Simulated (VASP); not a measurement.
Input of a VASP 6.6.1 run:

The input INCAR:

```
ALGO = Normal
EDIFF = 1E-8
ENCUT = 500
GGA_COMPAT = F
IBRION = 8
ISIF = 2
ISMEAR = 0
LASPH = T
LCHARG = T
LEPSILON = T
LREAL = F
LWAVE = F
NELM = 120
NSW = 1
PREC = Accurate
SIGMA = 0.01
```

KPOINTS

```
k-points
0
Gamma
  6 6 6
```

File POSCAR:

```
CsCl
1.0
    3.9692269567      0.0000000000      0.0000000000
    0.0000000000      3.9692269567      0.0000000000
    0.0000000000      0.0000000000      3.9692269567
Cs Cl
1 1
Direct
    0.0000000000      0.0000000000      0.0000000000
    0.5000000000      0.5000000000      0.5000000000
```

Potentials or basis: VASP PAW LDA potentials, release 64 (Cs_sv, Cl).

Launch:

```console
$ cat potpaw_LDA.64/Cs_sv/POTCAR potpaw_LDA.64/Cl/POTCAR > POTCAR
$ mpirun -np 1 vasp_std > vasp.out
```

**Question.** Predict the electronic dielectric tensor (diagonal).

**Answer.** 3.16.

**Question.** Estimate the Born charges (mean of the diagonal).

**Answer.** Cs +1.35; Cl -1.35 e.

**Question.** Predict the highest phonon frequency at Γ, LO-TO splitting left out.

**Answer.** 113 cm⁻¹.

Born effective charge tensors (e):
atom 1, Cs
```
1.35 0.00 0.00
0.00 1.35 0.00
0.00 0.00 1.35
```
atom 2, Cl
```
-1.35  0.00  0.00
 0.00 -1.35  0.00
 0.00  0.00 -1.35
```
